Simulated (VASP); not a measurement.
Wanted: the native input for a VASP 6.6.1 run.

| Property | Result |
| --- | --- |
| Task | single point |
| Functional | PBE |
| Potentials or basis | VASP PAW PBE potentials, release 64 (Mg, O) |
| Cutoff | 520 eV |
| k mesh | 10 × 10 × 10 |
| Occupations | gaussian, width 0.02 eV |
| Spin | no spin polarisation |
| Dipole correction | no |
| Further INCAR settings | ALGO = Normal; EDIFF = 1e-07; NBANDS = 11 |

The structure of MgO lies in POSCAR:

```
MgO
1.0
    0.0000000000      2.1268522623      2.1268522623
    2.1268522623      0.0000000000      2.1268522623
    2.1268522623      2.1268522623      0.0000000000
Mg O
1 1
Direct
    0.0000000000      0.0000000000      0.0000000000
    0.5000000000      0.5000000000      0.5000000000
```

These files were run (other wordings do the same):

INCAR

```
SYSTEM = MgO
PREC = Accurate
ENCUT = 520
EDIFF = 1E-7
ISMEAR = 0
SIGMA = 0.02
LREAL = .FALSE.
LASPH = .TRUE.
NELM = 100
ALGO = Normal
ISIF = 2
LWAVE = .FALSE.
LCHARG = .FALSE.
GGA = PE
NBANDS = 11
```

KPOINTS

```
regular mesh
0
G
  10 10 10
  0 0 0
```

Potentials or basis: VASP PAW PBE potentials, release 64 (Mg, O).

Run with:

```console
$ cat potpaw_PBE.64/Mg/POTCAR potpaw_PBE.64/O/POTCAR > POTCAR
$ mpirun -np 1 vasp_std > vasp.out
```

It gave:

* Pressure: -0.7 GPa
* Band gap on the k mesh: 4.44 eV, direct

Run time: 5.5 s on 1 thread of Intel(R) Xeon(R) 6975P-C (Granite Rapids), on a shared host, peak memory 0.14 GiB.
